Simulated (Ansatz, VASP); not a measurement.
## Hf3Cd in VASP and in Ansatz

The input INCAR:

```
SYSTEM = Hf3Cd
ALGO     = Fast           ! electronic algorithm
EDIFF    = 1E-7           ! SCF threshold, eV
ENCUT    = 520            ! plane-wave cutoff, eV
GGA      = PE             ! functional
ISIF     = 2              ! what is computed and relaxed
ISMEAR   = 0              ! smearing method
LASPH    = .True.         ! aspherical terms in the spheres
LCHARG   = .True.         ! write CHGCAR
LELF     = .True.         ! ELF
LREAL    = .False.        ! projectors in reciprocal space
LVHAR    = .True.       
LWAVE    = .False.        ! write WAVECAR
NBANDS   = 29             ! bands
NELM     = 80             ! most SCF steps
PREC     = Accurate       ! precision mode
SIGMA    = 0.1            ! smearing width, eV
```

The input KPOINTS:

```
k-points
0
Gamma
  12 12 12
  0 0 0
```

Contents of POSCAR:

```
Hf3Cd
1.0
    0.0000000000      3.5056527674      3.5056527674
    3.5056527674      0.0000000000      3.5056527674
    3.5056527674      3.5056527674      0.0000000000
Hf Cd
3 1
Direct
    0.2500000000      0.2500000000      0.2500000000
    0.7500000000      0.7500000000      0.7500000000
    0.5000000000      0.5000000000      0.5000000000
    0.0000000000      0.0000000000      0.0000000000
```

Input for Ansatz:

```yaml
crystal:
  lattice:
    - [0.0, 3.5056527674, 3.5056527674]
    - [3.5056527674, 0.0, 3.5056527674]
    - [3.5056527674, 3.5056527674, 0.0]
  atoms:
    - { symbol: Hf, position: [0.25, 0.25, 0.25] }
    - { symbol: Hf, position: [0.75, 0.75, 0.75] }
    - { symbol: Hf, position: [0.5, 0.5, 0.5] }
    - { symbol: Cd, position: [0.0, 0.0, 0.0] }
basis:
  ecutwfc: 420
kpoints:
  mp_grid: { grid: [12, 12, 12] }
  band_path:
    path:
      - [[0.0, 0.0, 0.0], [0.5, 0.0, 0.5], [0.625, 0.25, 0.625]]
      - [[0.375, 0.375, 0.75], [0.0, 0.0, 0.0], [0.5, 0.5, 0.5], [0.5, 0.25, 0.75], [0.5, 0.0, 0.5]]
    npoints: 14
hamiltonian:
  xc: pbe
scf:
  occupations: { method: gaussian, width: 0.1 }
  n_extra_bands: 10
output:
  forces: true
  stress: true
  eigenvalues: true
  populations: true
  dos: { projected: true, de: 0.02, nscf_kmesh: { grid: [15, 15, 15] } }
  bader: true
  write_density: true
  write_potential: true
  elf: true
  volumetric_format: npy
```

Alike in both runs: task single point; functional PBE; k mesh 12 × 12 × 12; occupations gaussian, width 0.1 eV; no spin polarisation.

|  | VASP | Ansatz |
| --- | --- | --- |
| version | VASP 6.6.1 | Ansatz 0.2.0 |
| potentials or method | VASP PAW PBE potentials, release 64 (Hf_pv, Cd), cutoff 520 eV | scalar-relativistic, plane waves, PAW |
| valence electrons in the cell | 42 | 98 |

Ansatz gave:

```
gap on the k mesh at the Fermi level (eV) : none
pressure (GPa)                            : 0.0
```

Task: Estimate VASP's values.

Result: gap on the k mesh at the Fermi level (eV): none; pressure (GPa): -0.2.

A gap of «none» marks a metal or a gap that the smearing closes. VASP's potentials hold 42 valence electrons a cell and Ansatz's 98, so a difference there can come from the potentials and not from the codes.

Spin-orbit coupling is off throughout.
